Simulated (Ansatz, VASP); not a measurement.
**One calculation of BaTe, two programs**

```
Ba Te
1.0
     0.00000    3.38711    3.38711
     3.38711    0.00000    3.38711
     3.38711    3.38711    0.00000
Ba Te
1 1
Direct
  0.00000 0.00000 0.00000
  0.50000 0.50000 0.50000
```

Change from the starting cell: volume scaled by 0.98.

Alike in both runs: task single point; functional PBEsol; k mesh 10 × 10 × 10; occupations fermi-dirac, width 0.05 eV; no spin polarisation.

|  | VASP | Ansatz |
| --- | --- | --- |
| version | VASP 6.6.1 | Ansatz 0.2.0 |
| potentials or method | VASP PAW PBE potentials, release 64 (Ba_sv, Te), cutoff 520 eV | all-electron LAPW, scalar-relativistic |

Ansatz gave:

| Item | Value |
| --- | --- |
| pressure (GPa) | 2.8 |

Question: Which values does VASP return?

Answer: Pressure (GPa): 3.3.

VASP's potentials were made for PBE, not for PBEsol. Ansatz ran all-electron here, and VASP with PAW potentials.

Spin-orbit coupling is off throughout.
